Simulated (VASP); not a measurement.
# BaTiO3 (P4mm) in VASP: a series of runs, part 2 of 2

VASP 6.6.1.

## (4) Single point, HSE06 (epitaxial xy strain -2.0%)

File POSCAR:

```
BaTiO3
1.0
    3.8925998650      0.0000000000      0.0000000000
    0.0000000000      3.8925998650      0.0000000000
    0.0000000000      0.0000000000      4.2587526924
Ba Ti O
1 1 3
Direct
    0.5000000000      0.5000000000      0.5931437032
    0.0000000000      0.0000000000      0.1121118325
    0.0000000000      0.5000000000      0.0591699801
    0.5000000000      0.0000000000      0.0591699801
    0.0000000000      0.0000000000      0.5364014941
```

File INCAR.step1:

```
PREC     = Accurate       # precision mode
ENCUT    = 520            # plane-wave cutoff, eV
EDIFF    = 1E-5           # SCF threshold, eV
ISMEAR   = 0              # smearing method
SIGMA    = 0.01           # smearing width, eV
LREAL    = False          # projectors in reciprocal space
LASPH    = True           # aspherical terms in the spheres
NELM     = 80             # most SCF steps
ALGO     = Normal         # electronic algorithm
ISIF     = 2              # what is computed and relaxed
LWAVE    = True           # write WAVECAR
LCHARG   = False          # write CHGCAR
GGA      = PE             # functional
NBANDS   = 28             # bands
KPAR     = 4
```

File INCAR.step2:

```
PREC     = Accurate       # precision mode
ENCUT    = 520            # plane-wave cutoff, eV
EDIFF    = 1E-6           # SCF threshold, eV
ISMEAR   = 0              # smearing method
SIGMA    = 0.01           # smearing width, eV
LREAL    = False          # projectors in reciprocal space
LASPH    = True           # aspherical terms in the spheres
NELM     = 80             # most SCF steps
ALGO     = Normal         # electronic algorithm
ISIF     = 2              # what is computed and relaxed
LWAVE    = False          # write WAVECAR
LCHARG   = False          # write CHGCAR
GGA      = PE             # functional
LHFCALC  = True           # exact exchange
HFSCREEN = 0.2079         # screening, 1/A
PRECFOCK = Fast         
ISTART   = 1            
NBANDS   = 28             # bands
KPAR     = 4
```

File KPOINTS:

```
Automatic mesh
0
Gamma
  4 4 4
```

Potentials or basis: VASP PAW PBE potentials, release 64 (Ba_sv, Ti_sv, O).

The run is started by

```
> cat potpaw_PBE.64/Ba_sv/POTCAR potpaw_PBE.64/Ti_sv/POTCAR potpaw_PBE.64/O/POTCAR > POTCAR
> cp INCAR.step1 INCAR
> mpirun -np 4 vasp_std > vasp.out
> cp INCAR.step2 INCAR
> mpirun -np 4 vasp_std > vasp.out
```

OUTCAR:

```text
PREC = Accurate
   ENCUT = 520
   EDIFF = 1E-6
   ISMEAR = 0
   LREAL = False
   LASPH = True
   NELM = 80
   ISIF = 2
   GGA = PE
   LHFCALC = True
   HFSCREEN = 0.2079
   PRECFOCK = Fast
   ISTART = 1

 ion  position               nearest neighbor table
   1  0.500  0.500  0.593-   5 2.76   5 2.76   5 2.76   5 2.76   4 2.78   3 2.78   3 2.78   4 2.78
                             3 2.99   4 2.99   3 2.99   4 2.99   2 3.43   2 3.43   2 3.43   2 3.43
   2  0.000  0.000  0.112-   5 1.81   4 1.96   3 1.96   3 1.96   4 1.96   1 3.43   1 3.43   1 3.43
                             1 3.43   1 3.53   1 3.53   1 3.53   1 3.53
   3  0.000  0.500  0.059-   2 1.96   2 1.96   1 2.78   1 2.78   1 2.99   1 2.99
   4  0.500  0.000  0.059-   2 1.96   2 1.96   1 2.78   1 2.78   1 2.99   1 2.99
   5  0.000  0.000  0.536-   2 1.81   1 2.76   1 2.76   1 2.76   1 2.76

  LATTYP: Found a simple tetragonal cell.
 ALAT       =     3.8925998650
 C/A-ratio  =     1.0940638237

  Lattice vectors:

 A1 = (   3.8925998650,   0.0000000000,   0.0000000000)
 A2 = (   0.0000000000,   3.8925998650,   0.0000000000)
 A3 = (   0.0000000000,   0.0000000000,   4.2587526924)

Analysis of symmetry for initial positions (statically):
=====================================================================
 Subroutine PRICEL returns:
 Original cell was already a primitive cell.

 Routine SETGRP: Setting up the symmetry group for a
 simple tetragonal supercell.

 Subroutine GETGRP returns: Found  8 space group operations
 (whereof  8 operations were pure point group operations)
 out of a pool of 16 trial point group operations.

The static configuration has the point symmetry C_4v.

Analysis of symmetry for dynamics (positions and initial velocities):
=====================================================================
 Subroutine PRICEL returns:
 Original cell was already a primitive cell.

[... 133 lines left out ...]
   PRECFOCK=fast      Normal, Fast or Accurate (Low or Medium for compatibility)
   ENCUT4O =  -1.0   cutoff for four orbital integrals eV
   NKREDX  =     1    reduce k-point grid by
   NKREDY  =     1    reduce k-point grid by
   NKREDZ  =     1    reduce k-point grid by
   AEXX    =    0.2500 exact exchange contribution
   HFSCREEN=    0.2079 screening length (either q_TF or 0.3 A-1)
   HFSCREENC=   0.2079 screening length for correlation (either q_TF or 0.3 A-1)
   ENCUTFOCK=  -1.0 apply spherical cutoff to Coloumb kernel
   IVDW    =     0    specifies the selected vdW correction
   LEPSILON=     F    determine dielectric tensor
   LRPA    =     F    only Hartree local field effects (RPA)
 non-spin polarized calculation
 Gauss-broadening in eV      SIGMA  =   0.01
  energy-cutoff  :      520.00
  volume of cell :       64.53
 maximum number of plane-waves:      1776
 NGX is ok and might be reduce to    30
  NGX = 16; NGY = 16; NGZ = 18

 number of electron      40.0000010 magnetization

 Free energy of the ion-electron system (eV)
  ---------------------------------------------------
  ext. energy  EPLUGINS =         0.00000000
  ---------------------------------------------------
  free energy    TOTEN  =       -48.41257671 eV

  energy without entropy =      -48.41257671  energy(sigma->0) =      -48.41257671

 E-fermi :   3.1568     XC(G=0):  -9.1996

 val. band max:        3.0580216784   @ k =   0.5000   0.5000   0.5000
 cond. band min:       6.4002468800   @ k =   0.0000   0.0000   0.0000
 fundamental gap:      3.3422252016
 Fermi energy:         3.1568194013

 k-point     1 :       0.0000    0.0000    0.0000
  band No.  band energies     occupation
      1     -57.7979      2.00000
      2     -32.5157      2.00000
      3     -32.3615      2.00000
      4     -32.3615      2.00000
      5     -23.5034      2.00000
      6     -15.7749      2.00000
[... 547 lines left out ...]
     27      12.6232      0.00000
     28      12.9015      0.00000

------------------------ aborting loop because EDIFF is reached ----------------------------------------

  FORCE on cell =-STRESS in cart. coord.  units (eV):
  Direction    XX          YY          ZZ          XY          YZ          ZX
  --------------------------------------------------------------------------------------
  -------------------------------------------------------------------------------------
  Total        2.1080440      2.1080440     -0.0944615      0.0000000      0.0000000      0.0000000
  in kB       52.3393470     52.3393470     -2.3453280      0.0000000      0.0000000      0.0000000
  external PRESSURE =      34.1111220 kB  Pullay stress =       0.0000000 kB

 VOLUME and BASIS-vectors are now :
 -----------------------------------------------------------------------------
  energy-cutoff  :      520.00
  volume of cell :       64.53
      direct lattice vectors                 reciprocal lattice vectors
     3.892599865  0.000000000  0.000000000     0.256897712  0.000000000  0.000000000
     0.000000000  3.892599865  0.000000000     0.000000000  0.256897712  0.000000000
     0.000000000  0.000000000  4.258752692     0.000000000  0.000000000  0.234810535

 POSITION                                       TOTAL-FORCE (eV/Angst)
 -----------------------------------------------------------------------------------
      1.94630      1.94630      2.52605         0.000000      0.000000     -0.009380
      0.00000      0.00000      0.47746         0.000000      0.000000      0.189149
      0.00000      1.94630      0.25199        -0.000000     -0.000000      0.041911
      1.94630      0.00000      0.25199         0.000000      0.000000      0.041911
      0.00000      0.00000      2.28440         0.000000     -0.000000     -0.263591
 -----------------------------------------------------------------------------------
    total drift:                               -0.000000     -0.000001     -0.000032

  FREE ENERGIE OF THE ION-ELECTRON SYSTEM (eV)
  ---------------------------------------------------
  free  energy   TOTEN  =       -48.4125767068 eV

  energy  without entropy=      -48.4125767068  energy(sigma->0) =      -48.41257671
```

OSZICAR.step1:

```text
N       E                     dE             d eps       ncg     rms          rms(c)
DAV:   1     0.435983790998E+03    0.43598E+03   -0.19363E+04  1008   0.151E+03
DAV:   2    -0.313397428212E+01   -0.43912E+03   -0.41864E+03  1156   0.425E+02
DAV:   3    -0.485073549792E+02   -0.45373E+02   -0.45020E+02  1432   0.136E+02
DAV:   4    -0.503782651740E+02   -0.18709E+01   -0.18664E+01  1480   0.244E+01
DAV:   5    -0.504108420171E+02   -0.32577E-01   -0.32570E-01  1352   0.284E+00    0.244E+01
DAV:   6    -0.401264716883E+02    0.10284E+02   -0.55640E+01  1444   0.688E+01    0.101E+01
DAV:   7    -0.400742905290E+02    0.52181E-01   -0.10166E+01  1332   0.242E+01    0.745E+00
DAV:   8    -0.399187946526E+02    0.15550E+00   -0.70161E-01  1248   0.793E+00    0.340E+00
DAV:   9    -0.399586892678E+02   -0.39895E-01   -0.26384E-01  1444   0.413E+00    0.140E+00
DAV:  10    -0.399401512259E+02    0.18538E-01   -0.10949E-01  1184   0.357E+00    0.387E-01
DAV:  11    -0.399389818065E+02    0.11694E-02   -0.71736E-03  1272   0.556E-01    0.105E-01
DAV:  12    -0.399388189250E+02    0.16288E-03   -0.64668E-04  1216   0.189E-01    0.430E-02
DAV:  13    -0.399388050300E+02    0.13895E-04   -0.14496E-04  1280   0.117E-01    0.149E-02
DAV:  14    -0.399388055486E+02   -0.51863E-06   -0.34624E-05  1024   0.434E-02
   1 F= -.39938806E+02 E0= -.39938806E+02  d E =-.323303-141
```

It took 6.4 min on 4 MPI ranks of Intel Xeon Platinum 8488C (Sapphire Rapids), shared host; peak memory 0.3 GiB.

What came out:

```
Free energy            : -48.4126 eV
Pressure               : 3.4 GPa
Largest force          : 0.264 eV/Å
Band gap on the k mesh : 3.34 eV, indirect (least direct gap 4.00 eV)
```

Forces in eV/Å, atoms in the order of the input:
```
Ba   0.000  0.000 -0.009
Ti   0.000  0.000  0.189
O    0.000  0.000  0.042
O    0.000  0.000  0.042
O    0.000  0.000 -0.264
```

Stress tensor (GPa, compression positive):
```
 5.23  0.00  0.00
 0.00  5.23  0.00
 0.00  0.00 -0.23
```

Caveat: the cell differs from its parent crystal (epitaxial xy strain -2.0%); the PAW data sets were made with another functional, which shifts forces and pressure a little; spin-orbit coupling is left out, which moves the levels of the heavy elements.

## (5) The runs side by side

| level | spin | cell | k mesh | grid for exact exchange (PRECFOCK) | screening parameter | gap on the mesh (eV) | pressure (GPa) | largest force (eV/Å) |
| --- | --- | --- | --- | --- | --- | --- | --- | --- |
| r2SCAN | off | a = 3.853, b = 3.853, c = 4.371 Å, 5 atoms | 6 × 6 × 6 | - | - | 2.31 | 7.3 | 0.17 |
| r2SCAN | non-collinear, zero start, SOC | a = 3.853, b = 3.853, c = 4.371 Å, 5 atoms | 6 × 6 × 6 | - | - | - | 7.3 | 0.17 |
| HSE06 | off | a = 3.893, b = 3.893, c = 4.259 Å, 5 atoms | 4 × 4 × 4 | Fast | 0.2079 1/Å | 3.34 | 3.4 | 0.26 |

Alike in all rows: task single point; potentials or basis VASP PAW PBE potentials, release 64 (Ba_sv, Ti_sv, O); cutoff (eV) 520; smearing gaussian 0.01 eV.

Caveats: the PAW data sets were made with another functional, which shifts forces and pressure a little; spin-orbit coupling is left out, which moves the levels of the heavy elements (some runs).

Absolute energies hang on the potentials; compare differences alone.
